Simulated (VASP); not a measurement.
# Ti3Al (Fm-3m) in VASP: further runs, part 2 of 3

VASP 6.6.1. Earlier steps stand in the parts before.

### 3 Single point, LDA

Contents of INCAR:

```
SYSTEM = Ti3Al
PREC = Accurate ; ENCUT = 520
EDIFF = 1E-6 ; ISMEAR = 0
SIGMA = 0.1 ; LREAL = .FALSE.
LASPH = .TRUE. ; NELM = 60
ALGO = Fast ; ISIF = 2
LWAVE = .FALSE. ; LCHARG = .FALSE.
NBANDS = 28
```

Contents of KPOINTS:

```
Automatic mesh
0
G
  12 12 12
  0 0 0
```

Contents of POSCAR:

```
Ti3Al
1.0
    0.0000000000      3.1483212679      3.1483212679
    3.1483212679      0.0000000000      3.1483212679
    3.1483212679      3.1483212679      0.0000000000
Ti Al
3 1
Direct
    0.7500000000      0.7500000000      0.7500000000
    0.2500000000      0.2500000000      0.2500000000
    0.0000000000      0.0000000000      0.0000000000
    0.5000000000      0.5000000000      0.5000000000
```

Potentials or basis: VASP PAW LDA potentials, release 64 (Ti_sv, Al).

Run with:

```
cat potpaw_LDA.64/Ti_sv/POTCAR potpaw_LDA.64/Al/POTCAR > POTCAR
mpirun -np 1 vasp_std > vasp.out
```

OUTCAR:

```text
SYSTEM = Ti3Al
   PREC = Accurate
   ENCUT = 520
   EDIFF = 1E-6
   ISMEAR = 0
   LREAL = .FALSE.
   LASPH = .TRUE.
   NELM = 60
   ISIF = 2

 ion  position               nearest neighbor table
   1  0.750  0.750  0.750-   4 2.73   4 2.73   4 2.73   3 2.73   4 2.73   3 2.73   3 2.73   3 2.73

   2  0.250  0.250  0.250-   3 2.73   3 2.73   3 2.73   3 2.73   4 2.73   4 2.73   4 2.73   4 2.73

   3  0.000  0.000  0.000-   1 2.73   1 2.73   1 2.73   1 2.73   2 2.73   2 2.73   2 2.73   2 2.73

   4  0.500  0.500  0.500-   2 2.73   2 2.73   2 2.73   1 2.73   2 2.73   1 2.73   1 2.73   1 2.73

  LATTYP: Found a face centered cubic cell.
 ALAT       =     6.2966425358

  Lattice vectors:

 A1 = (   0.0000000000,   3.1483212679,   3.1483212679)
 A2 = (   3.1483212679,   0.0000000000,   3.1483212679)
 A3 = (   3.1483212679,   3.1483212679,   0.0000000000)

Analysis of symmetry for initial positions (statically):
=====================================================================
 Subroutine PRICEL returns:
 Original cell was already a primitive cell.

 Routine SETGRP: Setting up the symmetry group for a
 face centered cubic supercell.

 Subroutine GETGRP returns: Found 48 space group operations
 (whereof 48 operations were pure point group operations)
 out of a pool of 48 trial point group operations.

The static configuration has the point symmetry O_h .

Analysis of symmetry for dynamics (positions and initial velocities):
=====================================================================
 Subroutine PRICEL returns:
 Original cell was already a primitive cell.

 Routine SETGRP: Setting up the symmetry group for a
 face centered cubic supercell.

 Subroutine GETGRP returns: Found 48 space group operations
 (whereof 48 operations were pure point group operations)
 out of a pool of 48 trial point group operations.

The dynamic configuration has the point symmetry O_h .

 Subroutine INISYM returns: Found 48 space group operations
 (whereof 48 operations are pure point group operations),
 and found     1 'primitive' translations

----------------------------------------------------------------------------------------

                                     Primitive cell

  volume of cell :      62.4119

  direct lattice vectors                    reciprocal lattice vectors
     0.000000000  3.148321268  3.148321268    -0.158814796  0.158814796  0.158814796
     3.148321268  0.000000000  3.148321268     0.158814796 -0.158814796  0.158814796
     3.148321268  3.148321268  0.000000000     0.158814796  0.158814796 -0.158814796

  length of vectors
     4.452398636  4.452398636  4.452398636     0.275075296  0.275075296  0.275075296

  position of ions in fractional coordinates (direct lattice)
     0.750000000  0.750000000  0.750000000
     0.250000000  0.250000000  0.250000000
     0.000000000  0.000000000  0.000000000
     0.500000000  0.500000000  0.500000000

  ion indices of the primitive-cell ions
   primitive index   ion index
                 1           1
                 2           2
                 3           3
                 4           4

----------------------------------------------------------------------------------------

 KPOINTS: Automatic mesh

Automatic generation of k-mesh.
 Grid dimensions read from file:
 generate k-points for:   12   12   12

 Generating k-lattice:

[... 21 lines left out ...]
  0.250000  0.000000  0.000000      8.000000
  0.333333  0.000000  0.000000      8.000000
  0.416667  0.000000  0.000000      8.000000
[... 16 lines left out ...]
  0.500000  0.166667  0.000000     24.000000
 -0.416667  0.166667  0.000000     24.000000
 [... further k-points ...]
   k-points           NKPTS =     72   k-points in BZ     NKDIM =     72   number of bands    NBANDS=     28
   number of dos      NEDOS =    301   number of ions     NIONS =      4
   total plane-waves  NPLWV =  46656
   dimension x,y,z NGX =    36 NGY =   36 NGZ =   36
   dimension x,y,z NGXF=    72 NGYF=   72 NGZF=   72
   ions per type =               3   1
   NGX,Y,Z   is equivalent  to a cutoff of  13.44, 13.44, 13.44 a.u.
   NGXF,Y,Z  is equivalent  to a cutoff of  26.88, 26.88, 26.88 a.u.
 SYSTEM =  Ti3Al
   PREC   = accura    normal or accurate (medium, high low for compatibility)
   ISTART =      0    job   : 0-new  1-cont  2-samecut
   ICHARG =      2    charge: 1-file 2-atom 10-const
   ISPIN  =      1    spin polarized calculation?
   LNONCOLLINEAR =      F non collinear calculations
   LSORBIT =      F    spin-orbit coupling
   LASPH  =      T    aspherical Exc in radial PAW
   ENCUT  =  520.0 eV  38.22 Ry    6.18 a.u.   8.28  8.28  8.28*2*pi/ulx,y,z
   NELM   =     60;   NELMIN=  2; NELMDL= -5     # of ELM steps
   EDIFF  = 0.1E-05   stopping-criterion for ELM
   LREAL  =      F    real-space projection
   EDIFFG = 0.1E-04   stopping-criterion for IOM
   NSW    =      0    number of steps for IOM
   IBRION =     -1    ionic relax: 0-MD 1-quasi-New 2-CG
   NFREE  =      0    steps in history (QN), initial steepest desc. (CG)
   ISIF   =      2    stress and relaxation
   ISYM   =      2    0-nonsym 1-usesym 2-fastsym
   POTIM  = 0.5000    time-step for ionic-motion
   TEBEG  =    0.0;   TEEND  =   0.0 temperature during run
   PSTRESS=    0.0 pullay stress
   NELECT =      39.0000    total number of electrons
   NUPDOWN=      -1.0000    fix difference up-down
   EMIN   =  10.00;   EMAX   =-10.00  energy-range for DOS
   EFERMI =   0.00;   METHOD = LEGACY
   ISMEAR =     0;   SIGMA  =   0.10  broadening in eV -4-tet -1-fermi 0-gaus
   EFERMI_NEDOS =   21; number of points for ismear=-14 and -15
   IALGO  =     68    algorithm
   IMIX   =      4    mixing-type and parameters
     AMIX     =   0.40;   BMIX     =  1.00
     AMIX_MAG =   1.60;   BMIX_MAG =  1.00
  volume/ion in A,a.u.               =      15.60       105.29
  Fermi-wavevector in a.u.,A,eV,Ry     =   1.399611  2.644881 26.652599  1.958911
  Thomas-Fermi vector in A             =   2.522653
   LORBIT       =      0    0 simple, 1 ext, 2 COOP (PROOUT), +10 PAW based schemes
   GGA     = CA    functional components
   LHFCALC =     F    Hartree Fock is set to
   AEXX    =    0.0000 exact exchange contribution
   IVDW    =     0    specifies the selected vdW correction
   LEPSILON=     F    determine dielectric tensor
   LRPA    =     F    only Hartree local field effects (RPA)
 non-spin polarized calculation
 RMM-DIIS sequential band-by-band and
 Gauss-broadening in eV      SIGMA  =   0.10
  energy-cutoff  :      520.00
  volume of cell :       62.41
 maximum number of plane-waves:      1701
 NGX is ok and might be reduce to    36
   NGX = 17   NGY = 17   NGZ = 17

 number of electron      38.9999992 magnetization

 Free energy of the ion-electron system (eV)
  ---------------------------------------------------
  ext. energy  EPLUGINS =         0.00000000
  ---------------------------------------------------
  free energy    TOTEN  =       -30.47420108 eV

  energy without entropy =      -30.43334984  energy(sigma->0) =      -30.45377546

 E-fermi :   8.6674     XC(G=0): -11.8746

 val. band max:        8.6672242271   @ k =  -0.4167   0.4167   0.0000
 cond. band min:       8.6690470117   @ k =   0.0833   0.0000   0.0000
 fundamental gap:      0.0018227847
 Fermi energy:         8.6674250804

 k-point     1 :       0.0000    0.0000    0.0000
  band No.  band energies     occupation
      1     -47.0831      2.00000
      2     -46.9754      2.00000
      3     -46.7419      2.00000
      4     -23.7812      2.00000
      5     -23.7812      2.00000
      6     -23.7812      2.00000
[... 733 lines left out ...]
     27      11.8157      0.00000
     28      11.8816      0.00000

 [... further k-points ...]

------------------------ aborting loop because EDIFF is reached ----------------------------------------

  FORCE on cell =-STRESS in cart. coord.  units (eV):
  Direction    XX          YY          ZZ          XY          YZ          ZX
  --------------------------------------------------------------------------------------
  -------------------------------------------------------------------------------------
  Total        0.0128195      0.0128195      0.0128195     -0.0000000      0.0000000     -0.0000000
  in kB        0.3290894      0.3290894      0.3290894     -0.0000000      0.0000000     -0.0000000
  external PRESSURE =       0.3290894 kB  Pullay stress =       0.0000000 kB

 VOLUME and BASIS-vectors are now :
 -----------------------------------------------------------------------------
  energy-cutoff  :      520.00
  volume of cell :       62.41
      direct lattice vectors                 reciprocal lattice vectors
     0.000000000  3.148321268  3.148321268    -0.158814796  0.158814796  0.158814796
     3.148321268  0.000000000  3.148321268     0.158814796 -0.158814796  0.158814796
     3.148321268  3.148321268  0.000000000     0.158814796  0.158814796 -0.158814796

 POSITION                                       TOTAL-FORCE (eV/Angst)
 -----------------------------------------------------------------------------------
      4.72248      4.72248      4.72248         0.000000      0.000000     -0.000000
      1.57416      1.57416      1.57416        -0.000000     -0.000000     -0.000000
      0.00000      0.00000      0.00000         0.000000      0.000000      0.000000
      3.14832      3.14832      3.14832         0.000000      0.000000      0.000000
 -----------------------------------------------------------------------------------
    total drift:                                0.000000      0.000000      0.000000

  FREE ENERGIE OF THE ION-ELECTRON SYSTEM (eV)
  ---------------------------------------------------
  free  energy   TOTEN  =       -30.4742010827 eV

  energy  without entropy=      -30.4333498385  energy(sigma->0) =      -30.45377546
```

OSZICAR:

```text
N       E                     dE             d eps       ncg     rms          rms(c)
DAV:   1     0.458776867250E+03    0.45878E+03   -0.19116E+04  4032   0.162E+03
DAV:   2     0.167789790644E+02   -0.44200E+03   -0.43390E+03  4080   0.494E+02
DAV:   3    -0.302992583750E+02   -0.47078E+02   -0.46021E+02  7532   0.139E+02
[... 22 lines left out ...]
RMM:  26    -0.304741946750E+02   -0.26479E-05   -0.30461E-05  5553   0.222E-02    0.105E-03
RMM:  27    -0.304741974740E+02   -0.27989E-05   -0.30780E-05  5123   0.192E-02    0.585E-04
RMM:  28    -0.304741988579E+02   -0.13839E-05   -0.16729E-05  4892   0.168E-02    0.389E-04
RMM:  29    -0.304742002831E+02   -0.14252E-05   -0.16223E-05  4858   0.150E-02    0.466E-04
RMM:  30    -0.304742010827E+02   -0.79960E-06   -0.96594E-06  4532   0.131E-02
   1 F= -.30474201E+02 E0= -.30453775E+02  d E =-.408512E-01
```

Run time: 8.1 min. Hardware: 1 thread of AMD EPYC 7R13, shared host; peak memory 0.22 GiB.

What came out:

* Free energy: -30.4742 eV
* Pressure: 0.0 GPa
* Band gap on the k mesh: zero (an odd number of electrons rules out a gap without spin polarisation)

Levels at points of the mesh, in eV from the Fermi level:
```tsv
k point	band 18	band 19	band 20	band 21	band 22	band 23
(0.00, 0.00, 0.00)	-1.80	0.05	0.05	0.05	2.44	2.44
(0.50, 0.00, 0.00)	-0.36	-0.36	-0.01	-0.01	0.89	1.06
(0.50, 0.50, 0.00)	-0.50	-0.17	-0.15	-0.15	1.13	1.34
```

[end of part 2 of 3]
